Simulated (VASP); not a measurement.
A run of VASP 6.6.1 is set up as follows.

The input INCAR:

```
SYSTEM = Li33F32
ALGO = Normal ; EDIFF = 1E-7
EDIFFG = -0.03 ; ENCUT = 650
GGA = PS ; GGA_COMPAT = .FALSE.
IBRION = 2 ; ISIF = 2
ISMEAR = -1 ; ISYM = 0
LASPH = .TRUE. ; LCHARG = .FALSE.
LREAL = Auto ; LWAVE = .FALSE.
NCORE = 4 ; NELECT = 322.0
NELM = 120 ; NELMIN = 4
NSW = 100 ; PREC = Accurate
SIGMA = 0.05
```

The input KPOINTS:

```
Automatic mesh
0
Gamma
  1 1 1
  0.25 0.25 0.25
```

POSCAR

```
Li33F32
1.0
    8.0151850000      0.0000000000      0.0000000000
    0.0000000000      8.0151850000      0.0000000000
    0.0000000000      0.0000000000      8.0151850000
F Li
32 33
Direct
    0.2493020000      0.0023700000      0.0026900000
    0.2482410000      0.0033850000      0.5011180000
    0.2533950000      0.4985420000      0.9958800000
    0.2504590000      0.5016910000      0.4999400000
    0.7525050000      0.9987000000      0.9966720000
    0.7488290000      0.0002900000      0.4975420000
    0.7509620000      0.5007830000      0.0013600000
    0.7502180000      0.4985310000      0.5007810000
    0.9999690000      0.2479660000      0.0023220000
    0.9989460000      0.2510520000      0.4980840000
    0.9996760000      0.7514500000      0.9981830000
    0.9936230000      0.7484830000      0.4968270000
    0.4970610000      0.2483280000      0.0044110000
    0.5052690000      0.2503550000      0.5028330000
    0.5004170000      0.7520380000      0.0041910000
    0.5025560000      0.7496300000      0.4997620000
    0.9977180000      0.9990550000      0.2493710000
    0.9977860000      0.0056140000      0.7513830000
    0.9986130000      0.4991810000      0.2507800000
    0.0002240000      0.4985500000      0.7488530000
    0.5015470000      0.9980200000      0.2497220000
    0.5003140000      0.0015440000      0.7508630000
    0.5009770000      0.4969120000      0.2495260000
    0.5021970000      0.5001700000      0.7527480000
    0.2521640000      0.2459010000      0.2507600000
    0.2483720000      0.2474310000      0.7545360000
    0.2511490000      0.7494180000      0.2506710000
    0.2508800000      0.7546980000      0.7507630000
    0.7457250000      0.2476950000      0.2486640000
    0.7518780000      0.2517620000      0.7496660000
    0.7454220000      0.7498410000      0.2481620000
    0.7465760000      0.7559790000      0.7564780000
    0.9983890000      0.9984690000      0.0070250000
    0.9998780000      0.0048510000      0.4965620000
    0.0028590000      0.5028130000      0.9984980000
    0.9962390000      0.4987150000      0.4982930000
    0.5008600000      0.0013280000      0.9981380000
    0.4985350000      0.0040300000      0.5029680000
    0.4967200000      0.5002360000      0.9964270000
    0.5008870000      0.4952550000      0.4993550000
    0.2491990000      0.2505260000      0.9970020000
    0.2524050000      0.2546780000      0.4999830000
    0.2506250000      0.7453490000      0.9988630000
    0.2476550000      0.7464500000      0.5047820000
    0.7529560000      0.2515020000      0.0005810000
    0.7473830000      0.2506270000      0.5008950000
    0.7462100000      0.7529850000      0.9995320000
    0.7503110000      0.7526530000      0.4982570000
    0.2513120000      0.0024040000      0.2469160000
    0.2468150000      0.0019600000      0.7471430000
    0.2526080000      0.5009390000      0.2440460000
    0.2486350000      0.5016300000      0.7537200000
    0.7491390000      0.9981100000      0.2528220000
    0.7491070000      0.0027660000      0.7489630000
    0.7532010000      0.4952000000      0.2492040000
    0.7492070000      0.4998090000      0.7501640000
    0.9987350000      0.2508040000      0.2505820000
    0.0059130000      0.2456290000      0.7492500000
    0.9974090000      0.7507540000      0.2475460000
    0.9993010000      0.7471130000      0.7474960000
    0.4979440000      0.2554260000      0.2459380000
    0.4984010000      0.2501700000      0.7521250000
    0.5045950000      0.7505980000      0.2571380000
    0.5026290000      0.7517960000      0.7412480000
    0.1259430000      0.3764140000      0.3751390000
```

Potentials or basis: VASP PAW PBE potentials, release 64 (F, Li_sv).

Command:

```console
$ cat potpaw_PBE.64/F/POTCAR potpaw_PBE.64/Li_sv/POTCAR > POTCAR
$ mpirun -np 4 vasp_std > vasp.out
```

Predict the energy gained by relaxing.

38.5 meV/atom.

The path:
```
step  energy change (eV)  largest force (eV/Å)  pressure (GPa)
   1              0.0000                3.2024           -1.06
   2             -1.7526                1.4710           -0.95
   3             -2.0863                0.9481           -0.62
   4             -2.2995                0.3200           -0.81
   5             -2.4056                0.5137           -0.92
   6             -2.4711                0.2229           -0.87
   7             -2.4878                0.1841           -0.81
   8             -2.4978                0.0597           -0.78
   9             -2.4985                0.1115           -0.78
  10             -2.5025                0.0392           -0.78
  11             -2.5030                0.0281           -0.79
```

Caveat: the k points lie up to 0.78 Å⁻¹ apart; the cell carries a net charge on a neutralising background, which shifts energy and pressure; the cell is charged against a uniform background, so pressure and absolute levels hang on convention; the PAW data sets were made with another functional, which shifts forces and pressure a little.
